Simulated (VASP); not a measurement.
Wanted: the native input for a VASP 6.6.1 run.

| Quantity | Value |
| --- | --- |
| Task | single point |
| Functional | PBE |
| Potentials or basis | VASP PAW PBE potentials, release 64 (Zn, Se) |
| Cutoff | 520 eV |
| k mesh | 6 × 6 × 6 |
| Occupations | gaussian, width 0.01 eV |
| Spin | no spin polarisation |
| Dipole correction | no |
| Further INCAR settings | ALGO = Normal; EDIFF = 1e-07; NBANDS = 16 |

The structure of ZnSe (Stilleite) lies in POSCAR:

```
ZnSe
1.0
    0.0000000000      2.7611061727      2.7611061727
    2.7611061727      0.0000000000      2.7611061727
    2.7611061727      2.7611061727      0.0000000000
Zn Se
1 1
Direct
    0.0000000000      0.0000000000      0.0000000000
    0.2500000000      0.2500000000      0.2500000000
```

These files were run (other wordings do the same):

INCAR

```
ALGO = Normal ; EDIFF = 1E-7
ENCUT = 520 ; GGA = PE
ISIF = 2 ; ISMEAR = 0
LASPH = True ; LCHARG = False
LREAL = False ; LWAVE = False
NBANDS = 16 ; NELM = 60
PREC = Accurate ; SIGMA = 0.01
```

KPOINTS

```
k-points
0
Gamma
  6 6 6
```

Potentials or basis: VASP PAW PBE potentials, release 64 (Zn, Se).

Run with:

```sh
$ cat potpaw_PBE.64/Zn/POTCAR potpaw_PBE.64/Se/POTCAR > POTCAR
$ mpirun -np 1 vasp_std > vasp.out
```

Results of the run:

```yaml
Pressure: 8.6 GPa
Band_gap_on_the_k_mesh: 1.61 eV, direct
```

Run time: 7.8 s on 1 thread of Intel(R) Xeon(R) Platinum 8559C (Emerald Rapids), with other jobs on the host, peak memory 0.16 GiB.
